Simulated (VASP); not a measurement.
A run of VASP 6.6.1 is set up as follows.

The input INCAR:

```
SYSTEM = ZrB2
PREC     = Accurate       ! precision mode
ENCUT    = 520            ! plane-wave cutoff, eV
EDIFF    = 1E-7           ! SCF threshold, eV
ISMEAR   = 0              ! smearing method
SIGMA    = 0.15           ! smearing width, eV
LREAL    = .FALSE.        ! projectors in reciprocal space
LASPH    = .TRUE.         ! aspherical terms in the spheres
NELM     = 80             ! most SCF steps
ALGO     = Normal         ! electronic algorithm
ISIF     = 2              ! what is computed and relaxed
LWAVE    = .FALSE.        ! write WAVECAR
LCHARG   = .FALSE.        ! write CHGCAR
NBANDS   = 16             ! bands
```

Contents of KPOINTS:

```
Automatic mesh
0
G
  15 15 12
  0 0 0
```

The input POSCAR:

```
ZrB2
1.0
    3.1325412665      0.0000000000      0.0000000000
   -1.5662706333      2.7128603152      0.0000000000
    0.0000000000      0.0000000000      3.4889014692
Zr B
1 2
Direct
    0.0000000000      0.0000000000      0.0000000000
    0.3333333333      0.6666666667      0.5000000000
    0.6666666667      0.3333333333      0.5000000000
```

Potentials or basis: VASP PAW LDA potentials, release 64 (Zr_sv, B).

The run is started by

```sh
$ cat potpaw_LDA.64/Zr_sv/POTCAR potpaw_LDA.64/B/POTCAR > POTCAR
$ mpirun -np 1 vasp_std > vasp.out
```

Estimate the pressure.

0.5 GPa.

Estimate the band gap on the k mesh.

zero (bands 9 and 10 overlap by 1.03 eV).
